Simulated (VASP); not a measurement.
Wanted: the native input for a VASP 6.6.1 run.

* Task: single point
* Functional: PBE
* Dispersion: D3(BJ)
* Potentials or basis: VASP PAW PBE potentials, release 64 (Pt, Se)
* Cutoff: 520 eV
* k mesh: 14 × 14 × 5
* Occupations: gaussian, width 0.15 eV
* Spin: no spin polarisation
* Dipole correction: no
* Further INCAR settings: ALGO = Fast; EDIFF = 1e-06; NBANDS = 31

The structure of PtSe2 lies in POSCAR:

```
PtSe2
1.0
   -3.7240006046      0.0000000000      0.0000000000
   -1.8620003023     -3.2250791273      0.0000000000
   -1.4896002418      0.0000000000     10.1240000000
Pt Se
2 4
Direct
   -0.3000000000      0.0000000000      0.7500000000
   -0.1000000000      0.0000000000      0.2500000000
   -0.0166666667      0.3333333333      0.8750000000
    0.1833333333      0.3333333333      0.3750000000
    0.6166666667      0.6666666667      0.1250000000
    0.4166666667      0.6666666667      0.6250000000
```

The input as run:

INCAR

```
  PREC = Accurate
  ENCUT = 520
  EDIFF = 1E-6
  ISMEAR = 0
  SIGMA = 0.15
  LREAL = False
  LASPH = True
  NELM = 60
  ALGO = Fast
  ISIF = 2
  LWAVE = False
  LCHARG = False
  GGA = PE
  IVDW = 12
  NBANDS = 31
```

KPOINTS

```
regular mesh
0
Gamma
  14 14 5
```

Potentials or basis: VASP PAW PBE potentials, release 64 (Pt, Se).

The run is started by

```console
$ cat potpaw_PBE.64/Pt/POTCAR potpaw_PBE.64/Se/POTCAR > POTCAR
$ mpirun -np 1 vasp_std > vasp.out
```

It gave:

* Pressure: 5.3 GPa
* Largest force: 0.664 eV/Å
* Band gap on the k mesh: zero (bands 22 and 23 overlap by 0.71 eV)
* Dispersion energy per atom: -0.476 eV

Caveat: the cell stands under pressure; spin-orbit coupling is left out, which moves the levels of the heavy elements.

Wall time 27 min on 1 thread of AMD EPYC 9755 128-Core Processor, with other jobs on the host, peak memory 1.4 GiB.
